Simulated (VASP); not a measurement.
# CsTeF6 (R-3) in VASP: single point with r2SCAN

Aim: the single point of CsTeF6 with r2SCAN.

Everything below comes from runs of VASP 6.6.1. Logs are shortened: lines on timing, memory, paths and dates and some standing lists are left out, and cuts for length are marked.

## 1. The cell of the first run

The structure is trigonal, space group R-3 (No. 148). The conventional cell has a = 7.959 Å, b = 7.959 Å, c = 8.160 Å, α = 90.00°, β = 90.00°, γ = 120.00°. Within 2.6 Å of F (site symmetry 1) lie 1 Te at 1.96 Å. Cs (site symmetry -3) has 12 F at 3.12 to 3.32 Å and 2 Te at 4.08 Å within 4.1 Å. Te (site symmetry -3) has 6 F at 1.96 Å within 2.6 Å.

## 2. Single point, r2SCAN

Input file POSCAR:

```
CsTeF6
1.0
    5.3396233076      0.0066426709      0.0075525893
   -0.5979513500      5.3060414015      0.0075539256
   -0.5979513500     -0.6699604987      5.2635810383
F Cs Te
6 1 1
Direct
    0.0773859666      0.8067559913      0.6899261389
    0.6899261389      0.0773859666      0.8067559913
    0.8067559913      0.6899261389      0.0773859666
    0.9226140334      0.1932440087      0.3100738611
    0.3100738611      0.9226140334      0.1932440087
    0.1932440087      0.3100738611      0.9226140334
    0.5000000000      0.5000000000      0.5000000000
    0.0000000000      0.0000000000      0.0000000000
```

Input file INCAR.step1:

```
SYSTEM = CsTeF6
ALGO     = Normal         ! electronic algorithm
EDIFF    = 1E-4           ! SCF threshold, eV
ENCUT    = 520            ! plane-wave cutoff, eV
GGA      = PE             ! functional
ISMEAR   = -1             ! smearing method
LASPH    = .TRUE.         ! aspherical terms in the spheres
LCHARG   = .FALSE.        ! write CHGCAR
LREAL    = .FALSE.        ! projectors in reciprocal space
LWAVE    = .TRUE.         ! write WAVECAR
NBANDS   = 38             ! bands
NELM     = 60             ! most SCF steps
PREC     = Accurate       ! precision mode
SIGMA    = 0.0803         ! smearing width, eV
```

Input file INCAR.step2:

```
SYSTEM = CsTeF6
ALGO     = Normal         ! electronic algorithm
EDIFF    = 1E-6           ! SCF threshold, eV
ENCUT    = 520            ! plane-wave cutoff, eV
ISIF     = 2              ! what is computed and relaxed
ISMEAR   = -1             ! smearing method
ISTART   = 1            
LASPH    = .TRUE.         ! aspherical terms in the spheres
LCHARG   = .FALSE.        ! write CHGCAR
LMIXTAU  = .TRUE.       
LREAL    = .FALSE.        ! projectors in reciprocal space
LWAVE    = .FALSE.        ! write WAVECAR
METAGGA  = R2SCAN         ! meta-GGA
NBANDS   = 38             ! bands
NELM     = 60             ! most SCF steps
PREC     = Accurate       ! precision mode
SIGMA    = 0.0803         ! smearing width, eV
```

Input file KPOINTS:

```
k-points
0
G
  4 4 4
  0 0 0
```

Potentials or basis: VASP PAW PBE potentials, release 64 (F, Cs_sv, Te).

Command:

```bash
cat potpaw_PBE.64/F/POTCAR potpaw_PBE.64/Cs_sv/POTCAR potpaw_PBE.64/Te/POTCAR > POTCAR
cp INCAR.step1 INCAR
mpirun -np 1 vasp_std > vasp.out
cp INCAR.step2 INCAR
mpirun -np 1 vasp_std > vasp.out
```

OUTCAR:

```text
SYSTEM = CsTeF6
   EDIFF = 1E-6
   ENCUT = 520
   ISIF = 2
   ISMEAR = -1
   ISTART = 1
   LASPH = .TRUE.
   LREAL = .FALSE.
   METAGGA = R2SCAN
   NELM = 60
   PREC = Accurate

 ion  position               nearest neighbor table
   1  0.077  0.807  0.690-   8 1.96
   2  0.690  0.077  0.807-   8 1.96
   3  0.807  0.690  0.077-   8 1.96
   4  0.923  0.193  0.310-   8 1.96
   5  0.310  0.923  0.193-   8 1.96
   6  0.193  0.310  0.923-   8 1.96
   7  0.500  0.500  0.500-
   8  0.000  0.000  0.000-   1 1.96   4 1.96   3 1.96   6 1.96   5 1.96   2 1.96

  LATTYP: Found a trigonal (rhomboedric) cell.
 ALAT       =     5.3396327808
 COS(alpha) =    -0.1107452042

  Lattice vectors:

 A1 = (   5.3396233076,   0.0066426709,   0.0075525893)
 A2 = (  -0.5979513500,   5.3060414015,   0.0075539256)
 A3 = (  -0.5979513500,  -0.6699604987,   5.2635810383)

Analysis of symmetry for initial positions (statically):
=====================================================================
 Subroutine PRICEL returns:
 Original cell was already a primitive cell.

 Routine SETGRP: Setting up the symmetry group for a
 trigonal (rhombohedral) supercell.

 Subroutine GETGRP returns: Found  6 space group operations
 (whereof  6 operations were pure point group operations)
 out of a pool of 12 trial point group operations.

The static configuration has the point symmetry S_6 .

Analysis of symmetry for dynamics (positions and initial velocities):
=====================================================================
 Subroutine PRICEL returns:
 Original cell was already a primitive cell.

 Routine SETGRP: Setting up the symmetry group for a
 trigonal (rhombohedral) supercell.

 Subroutine GETGRP returns: Found  6 space group operations
 (whereof  6 operations were pure point group operations)
 out of a pool of 12 trial point group operations.

The dynamic configuration has the point symmetry S_6 .

 Subroutine INISYM returns: Found  6 space group operations
 (whereof  6 operations are pure point group operations),
 and found     1 'primitive' translations

----------------------------------------------------------------------------------------

                                     Primitive cell

  volume of cell :     149.2040

  direct lattice vectors                    reciprocal lattice vectors
     5.339623308  0.006642671  0.007552589     0.187219049  0.021064097  0.023949474
    -0.597951350  5.306041401  0.007553926    -0.000268251  0.188400092  0.023949516
    -0.597951350 -0.669960499  5.263581038    -0.000268251 -0.000300603  0.189915991

  length of vectors
     5.339632781  5.339632781  5.339632781     0.189916418  0.189916418  0.189916418

  position of ions in fractional coordinates (direct lattice)
     0.077385967  0.806755991  0.689926139
     0.689926139  0.077385967  0.806755991
     0.806755991  0.689926139  0.077385967
     0.922614033  0.193244009  0.310073861
     0.310073861  0.922614033  0.193244009
     0.193244009  0.310073861  0.922614033
     0.500000000  0.500000000  0.500000000
     0.000000000  0.000000000  0.000000000

  ion indices of the primitive-cell ions
   primitive index   ion index
                 1           1
                 2           2
                 3           3
                 4           4
                 5           5
                 6           6
                 7           7
                 8           8

----------------------------------------------------------------------------------------

 KPOINTS: k-points

Automatic generation of k-mesh.
 Grid dimensions read from file:
 generate k-points for:    4    4    4

 Generating k-lattice:

  Cartesian coordinates                     Fractional coordinates (reciprocal lattice)
     0.046804762  0.005266024  0.005987368     0.250000000  0.000000000  0.000000000
    -0.000067063  0.047100023  0.005987379     0.000000000  0.250000000  0.000000000
    -0.000067063 -0.000075151  0.047478998     0.000000000 -0.000000000  0.250000000

  Length of vectors
     0.047479104  0.047479104  0.047479104

  Shift w.r.t. Gamma in fractional coordinates (k-lattice)
     0.000000000  0.000000000  0.000000000

 Subroutine IBZKPT returns following result:
 ===========================================

 Found     14 irreducible k-points:

 Following reciprocal coordinates:
            Coordinates               Weight
  0.000000  0.000000  0.000000      1.000000
  0.250000 -0.000000  0.000000      6.000000
  0.500000 -0.000000  0.000000      3.000000
  0.250000  0.250000  0.000000      6.000000
  0.500000  0.250000 -0.000000      6.000000
  0.500000 -0.000000 -0.250000      6.000000
 -0.250000  0.250000 -0.000000      6.000000
  0.500000  0.500000  0.000000      3.000000
  0.250000  0.250000  0.250000      2.000000
  0.500000  0.250000  0.250000      6.000000
 -0.250000  0.250000  0.250000      6.000000
  0.500000  0.500000  0.250000      6.000000
 -0.250000  0.500000  0.250000      6.000000
  0.500000  0.500000  0.500000      1.000000
   k-points           NKPTS =     14   k-points in BZ     NKDIM =     14   number of bands    NBANDS=     38
   number of dos      NEDOS =    301   number of ions     NIONS =      8
   total plane-waves  NPLWV =  64000
   dimension x,y,z NGX =    40 NGY =   40 NGZ =   40
   dimension x,y,z NGXF=    80 NGYF=   80 NGZF=   80
   ions per type =               6   1   1
   NGX,Y,Z   is equivalent  to a cutoff of  12.45, 12.45, 12.45 a.u.
   NGXF,Y,Z  is equivalent  to a cutoff of  24.91, 24.91, 24.91 a.u.
 SYSTEM =  CsTeF6
   PREC   = accura    normal or accurate (medium, high low for compatibility)
   ISTART =      1    job   : 0-new  1-cont  2-samecut
   ICHARG =      0    charge: 1-file 2-atom 10-const
   ISPIN  =      1    spin polarized calculation?
   LNONCOLLINEAR =      F non collinear calculations
   LSORBIT =      F    spin-orbit coupling
   LASPH  =      T    aspherical Exc in radial PAW
   ENCUT  =  520.0 eV  38.22 Ry    6.18 a.u.   9.93  9.93  9.93*2*pi/ulx,y,z
   NELM   =     60;   NELMIN=  2; NELMDL=  0     # of ELM steps
   EDIFF  = 0.1E-05   stopping-criterion for ELM
   LREAL  =      F    real-space projection
   EDIFFG = 0.1E-04   stopping-criterion for IOM
   NSW    =      0    number of steps for IOM
   IBRION =     -1    ionic relax: 0-MD 1-quasi-New 2-CG
   NFREE  =      0    steps in history (QN), initial steepest desc. (CG)
   ISIF   =      2    stress and relaxation
   ISYM   =      2    0-nonsym 1-usesym 2-fastsym
   POTIM  = 0.5000    time-step for ionic-motion
   TEBEG  =    0.0;   TEEND  =   0.0 temperature during run
   PSTRESS=    0.0 pullay stress
   NELECT =      57.0000    total number of electrons
   NUPDOWN=      -1.0000    fix difference up-down
   EMIN   =  10.00;   EMAX   =-10.00  energy-range for DOS
   EFERMI =   0.00;   METHOD = LEGACY
   ISMEAR =    -1;   SIGMA  =   0.08  broadening in eV -4-tet -1-fermi 0-gaus
   EFERMI_NEDOS =   21; number of points for ismear=-14 and -15
   IALGO  =     38    algorithm
   IMIX   =      4    mixing-type and parameters
     AMIX     =   0.40;   BMIX     =  1.00
     AMIX_MAG =   1.60;   BMIX_MAG =  1.00
  volume/ion in A,a.u.               =      18.65       125.86
  Fermi-wavevector in a.u.,A,eV,Ry     =   1.187881  2.244769 19.198652  1.411061
  Thomas-Fermi vector in A             =   2.324023
   LORBIT       =      0    0 simple, 1 ext, 2 COOP (PROOUT), +10 PAW based schemes
   METAGGA = R2SCAN    functional components
   LHFCALC =     F    Hartree Fock is set to
   AEXX    =    0.0000 exact exchange contribution
   IVDW    =     0    specifies the selected vdW correction
   LEPSILON=     F    determine dielectric tensor
   LRPA    =     F    only Hartree local field effects (RPA)
 non-spin polarized calculation
  energy-cutoff  :      520.00
  volume of cell :      149.20
 maximum number of plane-waves:      4066
   NGX = 19   NGY = 19   NGZ = 19

 number of electron      57.0000003 magnetization

 Free energy of the ion-electron system (eV)
  ---------------------------------------------------
  ext. energy  EPLUGINS =         0.00000000
  ---------------------------------------------------
  free energy    TOTEN  =       -88.24732874 eV

  energy without entropy =      -88.14848392  energy(sigma->0) =      -88.19790633

 E-fermi :   0.7488     XC(G=0):  -8.8146

 val. band max:        0.7357844979   @ k =  -0.2500   0.2500   0.2500
 cond. band min:       0.7718346812   @ k =   0.2500   0.2500   0.2500
 fundamental gap:      0.0360501834
 Fermi energy:         0.7488158454

 k-point     1 :       0.0000    0.0000    0.0000
  band No.  band energies     occupation
      1     -25.3995      2.00000
      2     -24.5292      2.00000
      3     -24.4924      2.00000
      4     -24.4924      2.00000
      5     -24.0948      2.00000
      6     -24.0948      2.00000
[... 30 lines left out ...]
     37       9.7314      0.00000
     38       9.7314      0.00000

 k-point     2 :       0.2500   -0.0000    0.0000
  band No.  band energies     occupation
      1     -25.3782      2.00000
      2     -24.5500      2.00000
      3     -24.5047      2.00000
      4     -24.4848      2.00000
      5     -24.0986      2.00000
      6     -24.0905      2.00000
[... 30 lines left out ...]
     37       9.6697      0.00000
     38       9.7750      0.00000

 k-point     3 :       0.5000   -0.0000    0.0000
  band No.  band energies     occupation
      1     -25.3551      2.00000
      2     -24.5802      2.00000
      3     -24.5088      2.00000
      4     -24.4769      2.00000
      5     -24.1031      2.00000
      6     -24.0870      2.00000
[... 30 lines left out ...]
     37       9.6234      0.00000
     38       9.8112      0.00000

 k-point     4 :       0.2500    0.2500    0.0000
  band No.  band energies     occupation
      1     -25.3570      2.00000
      2     -24.5595      2.00000
      3     -24.5173      2.00000
      4     -24.4873      2.00000
      5     -24.0994      2.00000
      6     -24.0907      2.00000
[... 30 lines left out ...]
     37       9.5735      0.00000
     38       9.6499      0.00000
[... 293 lines left out ...]
      4     -24.4938      2.00000
      5     -24.1152      2.00000
      6     -24.1000      2.00000
[... 30 lines left out ...]
     37      10.0531      0.00000
     38      10.5944      0.00000

 k-point    13 :      -0.2500    0.5000    0.2500
  band No.  band energies     occupation
      1     -25.3209      2.00000
      2     -24.5771      2.00000
      3     -24.5176      2.00000
      4     -24.4943      2.00000
      5     -24.1091      2.00000
      6     -24.0993      2.00000
[... 30 lines left out ...]
     37       9.6953      0.00000
     38      10.3657      0.00000

 k-point    14 :       0.5000    0.5000    0.5000
  band No.  band energies     occupation
      1     -25.2851      2.00000
      2     -24.5894      2.00000
      3     -24.5118      2.00000
      4     -24.5118      2.00000
      5     -24.1134      2.00000
      6     -24.1134      2.00000
[... 30 lines left out ...]
     37      10.0588      0.00000
     38      10.3669      0.00000

------------------------ aborting loop because EDIFF is reached ----------------------------------------

  FORCE on cell =-STRESS in cart. coord.  units (eV):
  Direction    XX          YY          ZZ          XY          YZ          ZX
  --------------------------------------------------------------------------------------
  -------------------------------------------------------------------------------------
  Total       -0.3736280     -0.3728881     -0.3718234      0.0032466      0.0041358      0.0036913
  in kB       -4.0120784     -4.0041334     -3.9926998      0.0348628      0.0444108      0.0396379
  external PRESSURE =      -4.0029705 kB  Pullay stress =       0.0000000 kB

 VOLUME and BASIS-vectors are now :
 -----------------------------------------------------------------------------
  energy-cutoff  :      520.00
  volume of cell :      149.20
      direct lattice vectors                 reciprocal lattice vectors
     5.339623308  0.006642671  0.007552589     0.187219049  0.021064097  0.023949474
    -0.597951350  5.306041401  0.007553926    -0.000268251  0.188400092  0.023949516
    -0.597951350 -0.669960499  5.263581038    -0.000268251 -0.000300603  0.189915991

 POSITION                                       TOTAL-FORCE (eV/Angst)
 -----------------------------------------------------------------------------------
     -0.48173      3.81897      3.63816        -0.009194      0.013535      0.026335
      3.15527     -0.12530      4.25222         0.025275     -0.006373      0.016787
      3.84896      3.61429      0.41863         0.014489      0.027090     -0.004178
      4.62545      0.82375      1.64053         0.009194     -0.013535     -0.026335
      0.98845      4.76802      1.02647        -0.025275      0.006373     -0.016787
      0.29476      1.02843      4.86006        -0.014489     -0.027090      0.004178
      2.07186      2.32136      2.63934         0.000000      0.000000     -0.000000
      0.00000      0.00000      0.00000        -0.000000      0.000000     -0.000000
 -----------------------------------------------------------------------------------
    total drift:                                0.000000      0.000000      0.000000

  FREE ENERGIE OF THE ION-ELECTRON SYSTEM (eV)
  ---------------------------------------------------
  free  energy   TOTEN  =       -88.2473287384 eV

  energy  without entropy=      -88.1484839210  energy(sigma->0) =      -88.19790633
```

Run time: 3.5 min. Hardware: 1 thread of Intel Xeon Platinum 8375C at 2.90GHz (Ice Lake), shared host; peak memory 0.29 GiB.

What came out:

```yaml
Free_energy: -88.2473 eV
Pressure: -0.4 GPa
Largest_force: 0.031 eV/Å
```

Forces on the atoms (eV/Å):
```
F   -0.009  0.014  0.026
F    0.025 -0.006  0.017
F    0.014  0.027 -0.004
F    0.009 -0.014 -0.026
F   -0.025  0.006 -0.017
F   -0.014 -0.027  0.004
Cs   0.000  0.000  0.000
Te   0.000  0.000  0.000
```

Caveat: the PAW data sets were made with another functional, which shifts forces and pressure a little; spin-orbit coupling is left out, which moves the levels of the heavy elements; an odd number of electrons without spin polarisation forces a metal; a magnetic or distorted state may lie lower.
